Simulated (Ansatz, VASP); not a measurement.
**P in VASP and in Ansatz**

```xyz
1
Lattice="2.4473 0.0000 0.0000 0.0000 2.4473 0.0000 0.0000 0.0000 2.4397" Properties=species:S:1:pos:R:3 pbc="T T T"
P     0.0000    0.0000    0.0000
```

Alike in both runs: functional PBE; k mesh 22 × 22 × 24; occupations gaussian, width 0.1 eV; no spin polarisation.

Ansatz relaxed the structure, and its values are those at the end. VASP's run is a single point on that final structure, the one shown.

|  | VASP | Ansatz |
| --- | --- | --- |
| version | VASP 6.6.1 | Ansatz 0.2.0 |
| potentials or method | VASP PAW PBE potentials, release 64 (P), cutoff 520 eV | scalar-relativistic, plane waves, PAW |
| valence electrons in the cell | 5 | 5 |

|  | VASP | Ansatz | Ansatz less VASP |
| --- | --- | --- | --- |
| gap on the k mesh at the Fermi level (eV) | none | none | - |
| pressure (GPa) | -0.3 | 0.0 | +0.27 |

A gap of «none» marks a metal or a gap that the smearing closes. The functional is the same, so the differences come from potentials, cutoffs and numerics.
